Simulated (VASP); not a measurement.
# AgB2 (P6/mmm) in VASP: a series of runs, part 4 of 4

VASP 6.6.1. The steps go on from the part before.

## Step 6: Electric field gradients, PBEsol (volume scaled by 1.06)

Input file INCAR:

```
PREC = Accurate
ENCUT = 520
EDIFF = 1E-8
ISMEAR = -1
SIGMA = 0.05
LREAL = F
LASPH = T
NELM = 100
ALGO = Normal
ISIF = 2
LWAVE = F
LCHARG = F
GGA = PS
LEFG = T
NBANDS = 16
```

Input file KPOINTS:

```
Automatic mesh
0
Gamma
  16 16 13
```

Input file POSCAR:

```
AgB2
1.0
    3.0588401399      0.0000000000      0.0000000000
   -1.5294200700      2.6490332673      0.0000000000
    0.0000000000      0.0000000000      3.3035455446
Ag B
1 2
Direct
    0.0000000000      0.0000000000      0.0000000000
    0.3333333333      0.6666666667      0.5000000000
    0.6666666667      0.3333333333      0.5000000000
```

Potentials or basis: VASP PAW PBE potentials, release 64 (Ag, B).

Launch:

```
$ cat potpaw_PBE.64/Ag/POTCAR potpaw_PBE.64/B/POTCAR > POTCAR
$ mpirun -np 1 vasp_std > vasp.out
```

OUTCAR:

```text
PREC = Accurate
   ENCUT = 520
   EDIFF = 1E-8
   ISMEAR = -1
   LREAL = F
   LASPH = T
   NELM = 100
   ISIF = 2
   GGA = PS

 ion  position               nearest neighbor table
   1  0.000  0.000  0.000-   2 2.42   3 2.42   2 2.42   3 2.42   3 2.42   3 2.42   2 2.42   2 2.42
                             3 2.42   3 2.42   2 2.42   2 2.42
   2  0.333  0.667  0.500-   3 1.77   3 1.77   3 1.77   1 2.42   1 2.42   1 2.42   1 2.42   1 2.42
                             1 2.42
   3  0.667  0.333  0.500-   2 1.77   2 1.77   2 1.77   1 2.42   1 2.42   1 2.42   1 2.42   1 2.42
                             1 2.42

  LATTYP: Found a hexagonal cell.
 ALAT       =     3.0588401399
 C/A-ratio  =     1.0799994094

  Lattice vectors:

 A1 = (   3.0588401399,   0.0000000000,   0.0000000000)
 A2 = (  -1.5294200700,   2.6490332673,   0.0000000000)
 A3 = (   0.0000000000,   0.0000000000,   3.3035455446)

Analysis of symmetry for initial positions (statically):
=====================================================================
 Subroutine PRICEL returns:
 Original cell was already a primitive cell.

 Routine SETGRP: Setting up the symmetry group for a
 hexagonal supercell.

 Subroutine GETGRP returns: Found 24 space group operations
 (whereof 24 operations were pure point group operations)
 out of a pool of 24 trial point group operations.

The static configuration has the point symmetry D_6h.

Analysis of symmetry for dynamics (positions and initial velocities):
=====================================================================
 Subroutine PRICEL returns:
 Original cell was already a primitive cell.

 Routine SETGRP: Setting up the symmetry group for a
 hexagonal supercell.

 Subroutine GETGRP returns: Found 24 space group operations
 (whereof 24 operations were pure point group operations)
 out of a pool of 24 trial point group operations.

The dynamic configuration has the point symmetry D_6h.

 Subroutine INISYM returns: Found 24 space group operations
 (whereof 24 operations are pure point group operations),
 and found     1 'primitive' translations

----------------------------------------------------------------------------------------

                                     Primitive cell

  volume of cell :      26.7685

  direct lattice vectors                    reciprocal lattice vectors
     3.058840140  0.000000000  0.000000000     0.326921302  0.188748102  0.000000000
    -1.529420070  2.649033267  0.000000000     0.000000000  0.377496203  0.000000000
     0.000000000  0.000000000  3.303545545     0.000000000  0.000000000  0.302705074

  length of vectors
     3.058840140  3.058840140  3.303545545     0.377496203  0.377496203  0.302705074

  position of ions in fractional coordinates (direct lattice)
     0.000000000  0.000000000  0.000000000
     0.333333333  0.666666667  0.500000000
     0.666666667  0.333333333  0.500000000

  ion indices of the primitive-cell ions
[... 80 lines left out ...]
   IBRION =     -1    ionic relax: 0-MD 1-quasi-New 2-CG
   NFREE  =      0    steps in history (QN), initial steepest desc. (CG)
   ISIF   =      2    stress and relaxation
   ISYM   =      2    0-nonsym 1-usesym 2-fastsym
   POTIM  = 0.5000    time-step for ionic-motion
   TEBEG  =    0.0;   TEEND  =   0.0 temperature during run
   PSTRESS=    0.0 pullay stress
   NELECT =      17.0000    total number of electrons
   NUPDOWN=      -1.0000    fix difference up-down
   EMIN   =  10.00;   EMAX   =-10.00  energy-range for DOS
   EFERMI =   0.00;   METHOD = LEGACY
   ISMEAR =    -1;   SIGMA  =   0.05  broadening in eV -4-tet -1-fermi 0-gaus
   EFERMI_NEDOS =   21; number of points for ismear=-14 and -15
   IALGO  =     38    algorithm
   IMIX   =      4    mixing-type and parameters
     AMIX     =   0.40;   BMIX     =  1.00
     AMIX_MAG =   1.60;   BMIX_MAG =  1.00
  volume/ion in A,a.u.               =       8.92        60.21
  Fermi-wavevector in a.u.,A,eV,Ry     =   1.407180  2.659185 26.941650  1.980155
  Thomas-Fermi vector in A             =   2.529465
   LORBIT       =      0    0 simple, 1 ext, 2 COOP (PROOUT), +10 PAW based schemes
   GGA     = PS    functional components
   LHFCALC =     F    Hartree Fock is set to
   AEXX    =    0.0000 exact exchange contribution
   IVDW    =     0    specifies the selected vdW correction
   LEPSILON=     F    determine dielectric tensor
   LRPA    =     F    only Hartree local field effects (RPA)
 non-spin polarized calculation
  energy-cutoff  :      520.00
  volume of cell :       26.77
 maximum number of plane-waves:       744
 NGX is ok and might be reduce to    24
   NGX = 11   NGY = 11   NGZ = 13

 number of electron      17.0000003 magnetization

 Free energy of the ion-electron system (eV)
  ---------------------------------------------------
  ext. energy  EPLUGINS =         0.00000000
  ---------------------------------------------------
  free energy    TOTEN  =       -15.16333146 eV

  energy without entropy =      -15.15114176  energy(sigma->0) =      -15.15723661

 E-fermi :   9.7714     XC(G=0): -13.1168

 val. band max:        9.7714188209   @ k =   0.3125   0.0000   0.3846
 cond. band min:       9.7756097199   @ k =   0.1250   0.0625   0.4615
 fundamental gap:      0.0041908991
 Fermi energy:         9.7714281397

 k-point     1 :       0.0000    0.0000    0.0000
  band No.  band energies     occupation
      1      -4.0884      2.00000
      2       3.0231      2.00000
      3       3.4964      2.00000
      4       3.4964      2.00000
      5       4.9109      2.00000
      6       4.9109      2.00000
[... 433 lines left out ...]
      3       3.0471      2.00000
      4       3.1856      2.00000
      5       4.3687      2.00000
      6       4.7466      2.00000
[... 8 lines left out ...]
     15      23.3815      0.00000
     16      24.5380      0.00000

 [... further k-points ...]
[... 5 lines left out ...]
  --------------------------------------------------------------------------------------
  -------------------------------------------------------------------------------------
  Total        2.8815413      2.8815413      8.0851748     -0.0000000      0.0000000     -0.0000000
  in kB      172.4689607    172.4689607    483.9221524     -0.0000000      0.0000000     -0.0000000
  external PRESSURE =     276.2866912 kB  Pullay stress =       0.0000000 kB

 VOLUME and BASIS-vectors are now :
 -----------------------------------------------------------------------------
  energy-cutoff  :      520.00
  volume of cell :       26.77
      direct lattice vectors                 reciprocal lattice vectors
     3.058840140  0.000000000  0.000000000     0.326921302  0.188748102  0.000000000
    -1.529420070  2.649033267  0.000000000     0.000000000  0.377496203  0.000000000
     0.000000000  0.000000000  3.303545545     0.000000000  0.000000000  0.302705074

 POSITION                                       TOTAL-FORCE (eV/Angst)
 -----------------------------------------------------------------------------------
      0.00000      0.00000      0.00000         0.000000      0.000000     -0.000000
     -0.00000      1.76602      1.65177         0.000000      0.000000     -0.000000
      1.52942      0.88301      1.65177        -0.000000      0.000000      0.000000
 -----------------------------------------------------------------------------------
    total drift:                               -0.000000      0.000000      0.000000

  FREE ENERGIE OF THE ION-ELECTRON SYSTEM (eV)
  ---------------------------------------------------
  free  energy   TOTEN  =       -15.1633314648 eV

  energy  without entropy=      -15.1511417646  energy(sigma->0) =      -15.15723661

 Electric field gradients (V/A^2)
---------------------------------------------------------------------
 ion       V_xx      V_yy      V_zz      V_xy      V_xz      V_yz
---------------------------------------------------------------------
   1      34.366    34.367   -68.732     0.001     0.000     0.000
   2     -14.208   -14.208    28.415     0.000     0.000    -0.000
   3     -14.208   -14.208    28.415     0.000     0.000     0.000
---------------------------------------------------------------------

 Electric field gradients after diagonalization (V/A^2)
 (convention: |V_zz| > |V_xx| > |V_yy|)
----------------------------------------------------------------------
 ion       V_xx      V_yy      V_zz     asymmetry (V_yy - V_xx)/ V_zz
----------------------------------------------------------------------
   1      34.367    34.365   -68.732       0.000
   2     -14.208   -14.208    28.415       0.000
   3     -14.208   -14.208    28.415       0.000
----------------------------------------------------------------------

           NMR quadrupolar parameters

 Cq : quadrupolar parameter    Cq=e*Q*V_zz/h
 eta: asymmetry parameters     (V_yy - V_xx)/ V_zz
 Q  : nuclear electric quadrupole moment in mb (millibarn)
----------------------------------------------------------------------
 ion       Cq(MHz)       eta       Q (mb)
----------------------------------------------------------------------
   1      -0.166       0.000       1.000
   2       0.069       0.000       1.000
   3       0.069       0.000       1.000
----------------------------------------------------------------------
```

It took 2 min on 1 thread of AMD EPYC 7R43 (Zen 3), shared host; peak memory 0.18 GiB.

What came out:

| Property | Result |
| --- | --- |
| Free energy | -15.1633 eV |
| Pressure | 27.6 GPa |

Electric field gradients, principal values (V/Å²):
```csv
atom,least,middle,greatest (by size)
1 Ag,34.365,34.367,-68.732
2 B,-14.208,-14.208,28.415
3 B,-14.208,-14.208,28.415
```

Caveat: without QUAD_EFG the Cq values of the log hold for a quadrupole moment of 1 mb, not for the nuclei; the PAW data sets were made with another functional, which shifts forces and pressure a little.

## Step 7: The runs side by side

| cell | gap on the mesh (eV) | pressure (GPa) |
| --- | --- | --- |
| a = 2.970, b = 2.970, c = 3.240 Å, angles 90.0, 90.0, 120.0°, 3 atoms | none | 54.8 |
| a = 3.030, b = 3.030, c = 3.240 Å, angles 90.0, 90.0, 120.0°, 3 atoms | none | 39.7 |
| a = 3.020, b = 3.020, c = 3.261 Å, angles 90.0, 90.0, 120.0°, 3 atoms | none | 39.9 |
| a = 3.059, b = 3.059, c = 3.304 Å, angles 90.0, 90.0, 120.0°, 3 atoms | none | 27.6 |

Alike in all rows: task electric field gradients; level PBEsol; potentials or basis VASP PAW PBE potentials, release 64 (Ag, B); no spin polarisation; k mesh 16 × 16 × 13; cutoff (eV) 520; smearing fermi-dirac 0.05 eV.

Caveats: the PAW data sets were made with another functional, which shifts forces and pressure a little.

Total energies depend on the potentials used, so only differences within one code and one set of settings carry meaning.
